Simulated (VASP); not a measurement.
Write the native input for VASP 6.6.1 that does the following.

* Task: single point
* Functional: PBE
* Potentials or basis: VASP PAW PBE potentials, release 64 (Zn, S)
* Cutoff: 520 eV
* k mesh: 10 × 10 × 6
* Occupations: gaussian, width 0.05 eV
* Spin: no spin polarisation
* Dipole correction: no
* Further INCAR settings: ALGO = Normal; EDIFF = 1e-06; NBANDS = 26

The structure of ZnS lies in POSCAR:

```
ZnS
1.0
    3.8457472826      0.0000000000      0.0000000000
   -1.9228736413      3.3305148432      0.0000000000
    0.0000000000      0.0000000000      6.3043756624
Zn S
2 2
Direct
    0.3333333333      0.6666666667      0.0052019370
    0.6666666667      0.3333333333      0.5052019370
    0.3333333333      0.6666666667      0.3797980630
    0.6666666667      0.3333333333      0.8797980630
```

The input as run:

INCAR

```
PREC     = Accurate       # precision mode
ENCUT    = 520            # plane-wave cutoff, eV
EDIFF    = 1E-6           # SCF threshold, eV
ISMEAR   = 0              # smearing method
SIGMA    = 0.05           # smearing width, eV
LREAL    = False          # projectors in reciprocal space
LASPH    = True           # aspherical terms in the spheres
NELM     = 100            # most SCF steps
ALGO     = Normal         # electronic algorithm
ISIF     = 2              # what is computed and relaxed
LWAVE    = False          # write WAVECAR
LCHARG   = False          # write CHGCAR
GGA      = PE             # functional
NBANDS   = 26             # bands
```

KPOINTS

```
regular mesh
0
Gamma
  10 10 6
```

Potentials or basis: VASP PAW PBE potentials, release 64 (Zn, S).

Launch:

```sh
$ cat potpaw_PBE.64/Zn/POTCAR potpaw_PBE.64/S/POTCAR > POTCAR
$ mpirun -np 1 vasp_std > vasp.out
```

It gave:

```
Pressure               : 0.1 GPa
Band gap on the k mesh : 2.08 eV, direct
```

It took 2.2 min on 1 thread of Intel(R) Xeon(R) Platinum 8488C (Sapphire Rapids) (shared host), peak memory 0.25 GiB.
